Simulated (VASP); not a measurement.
# Mn (Fd-3m) in VASP: notebook, part 2 of 2

VASP 6.6.1. Earlier steps stand in the parts before.

**4. Single point, BLYP, collinear spin, antiferromagnetic start (18.30 Å³/atom)**

This run uses another cell than the first one, of 18.30 Å³/atom.

INCAR reads:

```
AGGAC = 1.0
AGGAX = 1.0
ALDAC = 0.0
ALDAX = 1.0
ALGO = Normal
EDIFF = 1E-6
ENCUT = 520
GGA = B5
ISIF = 2
ISMEAR = -1
ISPIN = 2
LASPH = True
LCHARG = False
LMAXMIX = 4
LORBIT = 11
LREAL = False
LWAVE = False
MAGMOM = 2.092 -2.092
NBANDS = 24
NELM = 150
PREC = Accurate
SIGMA = 0.05
```

KPOINTS reads:

```
k-points
0
Gamma
  12 12 12
```

POSCAR reads:

```
Mn
1.0
    0.0000000000      2.6353205415      2.6353205415
    2.6353205415      0.0000000000      2.6353205415
    2.6353205415      2.6353205415      0.0000000000
Mn
2
Direct
    0.1250000000      0.1250000000      0.1250000000
    0.8750000000      0.8750000000      0.8750000000
```

Potentials or basis: VASP PAW PBE potentials, release 64 (Mn_pv).

Command:

```
$ cat potpaw_PBE.64/Mn_pv/POTCAR > POTCAR
$ mpirun -np 1 vasp_std > vasp.out
```

OUTCAR:

```text
EDIFF = 1E-6
   ENCUT = 520
   GGA = B5
   ISIF = 2
   ISMEAR = -1
   ISPIN = 2
   LASPH = True
   LORBIT = 11
   LREAL = False
   NELM = 150
   PREC = Accurate

 ion  position               nearest neighbor table
   1  0.125  0.125  0.125-   2 2.28   2 2.28   2 2.28   2 2.28
   2  0.875  0.875  0.875-   1 2.28   1 2.28   1 2.28   1 2.28

  LATTYP: Found a face centered cubic cell.
 ALAT       =     5.2706410830

  Lattice vectors:

 A1 = (   0.0000000000,   2.6353205415,   2.6353205415)
[... 1513 lines left out ...]
  in kB      -15.7236617    -15.7236617    -15.7236617      0.0000000      0.0000000     -0.0000000
  external PRESSURE =     -15.7236617 kB  Pullay stress =       0.0000000 kB

 VOLUME and BASIS-vectors are now :
 -----------------------------------------------------------------------------
  energy-cutoff  :      520.00
  volume of cell :       36.60
      direct lattice vectors                 reciprocal lattice vectors
     0.000000000  2.635320542  2.635320542    -0.189730240  0.189730240  0.189730240
     2.635320542  0.000000000  2.635320542     0.189730240 -0.189730240  0.189730240
     2.635320542  2.635320542  0.000000000     0.189730240  0.189730240 -0.189730240

 POSITION                                       TOTAL-FORCE (eV/Angst)
 -----------------------------------------------------------------------------------
      0.65883      0.65883      0.65883         0.000000      0.000000      0.000000
      4.61181      4.61181      4.61181        -0.000000     -0.000000     -0.000000
 -----------------------------------------------------------------------------------
    total drift:                                0.000000      0.000000      0.000000

  FREE ENERGIE OF THE ION-ELECTRON SYSTEM (eV)
  ---------------------------------------------------
  free  energy   TOTEN  =       -13.8480164316 eV

  energy  without entropy=      -13.8424008623  energy(sigma->0) =      -13.84520865

 total charge

# of ion       s       p       d       tot
------------------------------------------
    1        0.446   6.207   5.154  11.808
    2        0.446   6.207   5.154  11.808
--------------------------------------------------
tot          0.893  12.415  10.308  23.616

 magnetization (x)

# of ion       s       p       d       tot
------------------------------------------
    1        0.059  -0.011   2.376   2.424
    2       -0.059   0.011  -2.376  -2.424
--------------------------------------------------
tot          0.000   0.000   0.000   0.000
```

It took 53 s on 1 thread of Intel Xeon 6975P-C (Granite Rapids), shared host; peak memory 0.22 GiB.

Results:

```
Free energy                                           : -13.8480 eV
Pressure                                              : -1.6 GPa
Band gap on the k mesh                                : zero (filled and empty bands overlap)
Net moment                                            : 0.00 μB per cell
Site moments                                          : Mn +2.42, -2.42 μB
Valence electrons inside the program's atomic spheres : Mn 11.81
```

Caveat: the PAW data sets were made with another functional, which shifts forces and pressure a little.

**5. Single point, BLYP, collinear spin, antiferromagnetic start (17.66 Å³/atom)**

This run uses another cell than the first one, of 17.66 Å³/atom.

INCAR reads:

```
SYSTEM = Mn
AGGAC = 1.0
AGGAX = 1.0
ALDAC = 0.0
ALDAX = 1.0
ALGO = Normal
EDIFF = 1E-7
ENCUT = 520
GGA = B5
ISIF = 2
ISMEAR = -1
ISPIN = 2
LASPH = .TRUE.
LCHARG = .TRUE.
LELF = .TRUE.
LMAXMIX = 4
LORBIT = 11
LREAL = .FALSE.
LVHAR = .TRUE.
LWAVE = .FALSE.
MAGMOM = -1.53 1.53
NBANDS = 24
NELM = 150
PREC = Accurate
SIGMA = 0.05
```

KPOINTS reads:

```
k-points
0
G
  12 12 12
  0 0 0
```

POSCAR reads:

```
Mn
1.0
    0.0000000000      2.6041133705      2.6041133705
    2.6041133705      0.0000000000      2.6041133705
    2.6041133705      2.6041133705      0.0000000000
Mn
2
Direct
    0.1250000000      0.1250000000      0.1250000000
    0.8750000000      0.8750000000      0.8750000000
```

Command:

```
$ cat potpaw_PBE.64/Mn_pv/POTCAR > POTCAR
$ mpirun -np 1 vasp_std > vasp.out
```

Run time: 3.3 min. Hardware: 1 thread of Intel Xeon 8259CL, shared host; peak memory 0.23 GiB.

Results (log left out):

```yaml
Free_energy: -13.8533 eV
Pressure: 0.1 GPa
Band_gap_on_the_k_mesh: zero (filled and empty bands overlap)
Net_moment: 0.00 μB per cell
Site_moments: Mn -2.26, +2.26 μB
Valence_electrons_inside_the_program's_atomic_spheres: Mn 11.85
```

Levels at points of the mesh, in eV from the Fermi level:
Spin up:
| k point | band 11 | band 12 | band 13 | band 14 | band 15 | band 16 |
| --- | --- | --- | --- | --- | --- | --- |
| (0.00, 0.00, 0.00) | -2.33 | -2.33 | 0.13 | 0.13 | 0.13 | 1.64 |
| (0.50, 0.00, 0.00) | -2.24 | -2.17 | -0.98 | 0.61 | 0.61 | 1.42 |
| (0.50, 0.50, 0.00) | -1.51 | -1.28 | -1.04 | 0.67 | 1.52 | 1.52 |
Spin down:
```csv
k point,band 11,band 12,band 13,band 14,band 15,band 16
"(0.00, 0.00, 0.00)",-2.33,-2.33,0.13,0.13,0.13,1.64
"(0.50, 0.00, 0.00)",-2.24,-2.17,-0.98,0.61,0.61,1.42
"(0.50, 0.50, 0.00)",-1.51,-1.28,-1.04,0.67,1.52,1.52
```

Caveat: the PAW data sets were made with another functional, which shifts forces and pressure a little.

**6. Relaxation of cell and atoms, BLYP, collinear spin, ferromagnetic start**

This run uses another cell than the first one, of 15.86 Å³/atom.

INCAR reads:

```
  PREC = Accurate
  ENCUT = 600
  EDIFF = 1E-6
  ISMEAR = -1
  SIGMA = 0.05
  LREAL = False
  LASPH = True
  NELM = 150
  ALGO = Normal
  ISIF = 3
  LWAVE = False
  LCHARG = False
  ISPIN = 2
  MAGMOM = 3 3
  LORBIT = 11
  LMAXMIX = 4
  GGA = B5
  ALDAX = 1.0
  AGGAX = 1.0
  AGGAC = 1.0
  ALDAC = 0.0
  IBRION = 2
  NSW = 80
  EDIFFG = -0.01
```

KPOINTS reads:

```
regular mesh
0
Gamma
  11 11 11
```

POSCAR reads:

```
Mn
1.0
    0.0000000000      2.5125686141      2.5125686141
    2.5125686141      0.0000000000      2.5125686141
    2.5125686141      2.5125686141      0.0000000000
Mn
2
Direct
    0.1250000000      0.1250000000      0.1250000000
    0.8750000000      0.8750000000      0.8750000000
```

Potentials or basis: VASP PAW PBE potentials, release 64 (Mn_pv).

Command:

```
$ cat potpaw_PBE.64/Mn_pv/POTCAR > POTCAR
$ mpirun -np 1 vasp_std > vasp.out
```

Wall time 4.7 min (1 thread of Intel Xeon 8259CL, shared host); peak memory 0.21 GiB.

The run converged. Its results:

```
Free energy                                           : -13.6347 eV
Relaxed volume                                        : 15.82 Å³/atom
Relaxed cell                                          : a = 3.550 Å, b = 3.550 Å, c = 3.550 Å, α = 60.00°, β = 60.00°, γ = 60.00°
Space group after relaxing (to 0.1 Å)                 : Fd-3m (No. 227)
Energy gained by relaxing                             : 0.0 meV/atom
Ionic steps                                           : 3
Pressure after relaxing                               : 0.0 GPa
Band gap on the k mesh                                : zero (filled and empty bands overlap)
Net moment                                            : 0.00 μB per cell
Valence electrons inside the program's atomic spheres : Mn 12.03
```

Final structure:
```xyz
2
Lattice="0.0000 2.5103 2.5103 2.5103 0.0000 2.5103 2.5103 2.5103 0.0000" Properties=species:S:1:pos:R:3 pbc="T T T"
Mn    0.6276    0.6276    0.6276
Mn    4.3930    4.3930    4.3930
```

Levels at points of the mesh, in eV from the Fermi level:
Spin up:
```csv
k point,band 10,band 11,band 12,band 13,band 14,band 15,band 16,band 17
"(0.00, 0.00, 0.00)",-1.65,-1.65,-1.65,0.36,0.36,0.36,2.12,2.12
```
Spin down:
| k point | band 10 | band 11 | band 12 | band 13 | band 14 | band 15 | band 16 | band 17 |
| --- | --- | --- | --- | --- | --- | --- | --- | --- |
| (0.00, 0.00, 0.00) | -1.65 | -1.65 | -1.65 | 0.36 | 0.36 | 0.36 | 2.12 | 2.12 |

Caveat: the PAW data sets were made with another functional, which shifts forces and pressure a little.

**7. Single point, BLYP, collinear spin, ferromagnetic start**

This run uses another cell than the first one, of 15.77 Å³/atom.

INCAR reads:

```
SYSTEM = Mn
AGGAC    = 1.0          
AGGAX    = 1.0          
ALDAC    = 0.0          
ALDAX    = 1.0          
ALGO     = Normal         ! electronic algorithm
EDIFF    = 1E-7           ! SCF threshold, eV
ENCUT    = 520            ! plane-wave cutoff, eV
GGA      = B5             ! functional
ISIF     = 2              ! what is computed and relaxed
ISMEAR   = -1             ! smearing method
ISPIN    = 2              ! spin polarisation
LASPH    = .TRUE.         ! aspherical terms in the spheres
LCHARG   = .FALSE.        ! write CHGCAR
LMAXMIX  = 4              ! l up to which the mixer works
LORBIT   = 11             ! projections on sites
LREAL    = .FALSE.        ! projectors in reciprocal space
LWAVE    = .FALSE.        ! write WAVECAR
MAGMOM   = 3 3            ! initial moments
NBANDS   = 24             ! bands
NELM     = 150            ! most SCF steps
PREC     = Accurate       ! precision mode
SIGMA    = 0.05           ! smearing width, eV
```

KPOINTS reads:

```
k-points
0
G
  18 18 18
  0 0 0
```

POSCAR reads:

```
Mn
1.0
    0.0000000000      2.5075747024      2.5075747024
    2.5075747024      0.0000000000      2.5075747024
    2.5075747024      2.5075747024      0.0000000000
Mn
2
Direct
    0.1250000000      0.1250000000      0.1250000000
    0.8750000000      0.8750000000      0.8750000000
```

Command:

```
$ cat potpaw_PBE.64/Mn_pv/POTCAR > POTCAR
$ mpirun -np 1 vasp_std > vasp.out
```

Run time: 8.4 min. Hardware: 1 thread of Intel Xeon 8259CL, shared host; peak memory 0.32 GiB.

The run converged. Its results:

```yaml
Free_energy: -13.6331 eV
Pressure: 0.6 GPa
Band_gap_on_the_k_mesh: zero (filled and empty bands overlap)
Net_moment: 0.00 μB per cell
Valence_electrons_inside_the_program's_atomic_spheres: Mn 12.03
```

Levels at points of the mesh, in eV from the Fermi level:
Spin up:
```csv
k point,band 11,band 12,band 13,band 14,band 15,band 16
"(0.00, 0.00, 0.00)",-1.65,-1.65,0.37,0.37,0.37,2.13
"(0.50, 0.00, 0.00)",-1.68,-1.68,-0.34,1.01,1.01,1.83
"(0.50, 0.50, 0.00)",-0.63,-0.63,0.06,0.06,2.03,2.03
```
Spin down:
```tsv
k point	band 9	band 10	band 11	band 12	band 13	band 14	band 15	band 16	band 17	band 18
(0.00, 0.00, 0.00)	-2.00	-1.65	-1.65	-1.65	0.37	0.37	0.37	2.13	2.13	14.29
(0.50, 0.00, 0.00)	-1.86	-1.86	-1.68	-1.68	-0.34	1.01	1.01	1.83	1.83	3.21
(0.50, 0.50, 0.00)	-1.60	-1.60	-0.63	-0.63	0.06	0.06	2.03	2.03	3.45	3.45
```

Caveat: the PAW data sets were made with another functional, which shifts forces and pressure a little.

**8. Overview**

```csv
cell,gap on the mesh (eV),pressure (GPa),moment (μB)
"a = 3.629 Å, angles 60.0°, 2 atoms",none,2.7,0.00
"a = 3.678 Å, angles 60.0°, 2 atoms",none,0.3,0.00
"a = 3.727 Å, angles 60.0°, 2 atoms",none,-1.6,0.00
"a = 3.683 Å, angles 60.0°, 2 atoms",none,0.1,0.00
```

Alike in all rows: task single point; level BLYP; potentials or basis VASP PAW PBE potentials, release 64 (Mn_pv); spin collinear, antiferromagnetic start; k mesh 12 × 12 × 12; cutoff (eV) 520; smearing fermi-dirac 0.05 eV.

Caveats: the PAW data sets were made with another functional, which shifts forces and pressure a little.

Absolute energies hang on the potentials; compare differences alone.
